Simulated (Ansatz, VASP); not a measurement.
Pd: VASP beside Ansatz

```
CELL_PARAMETERS angstrom
14.00000 0.00000 0.00000
0.00000 14.40000 0.00000
0.00000 0.00000 14.80000
ATOMIC_POSITIONS crystal
Pd 0.50000 0.50000 0.50000
```

Alike in both runs: task single point; functional PBEsol; k mesh 1 × 1 × 1; occupations fermi-dirac, width 0.01 eV; collinear spin.

|  | VASP | Ansatz |
| --- | --- | --- |
| version | VASP 6.6.1 | Ansatz 0.2.0 |
| potentials or method | VASP PAW PBE potentials, release 64 (Pd), cutoff 400 eV | plane waves (420 eV) with PAW, scalar-relativistic |
| valence electrons in the cell | 10 | 18 |

VASP gave:

| Quantity | Value |
| --- | --- |
| gap on the k mesh at the Fermi level (eV) | 0.70 |
| net moment per atom (μB) | 0.00 |

Q: Which values does Ansatz return?

A: gap on the k mesh at the Fermi level (eV): 0.76; net moment per atom (μB): 0.00.

VASP's potentials were made for PBE, not for PBEsol, and Ansatz warns of the same on its side. VASP's potentials hold 10 valence electrons a cell and Ansatz's 18, so a difference there can come from the potentials and not from the codes. Ansatz's warnings: seeded moment not kept.
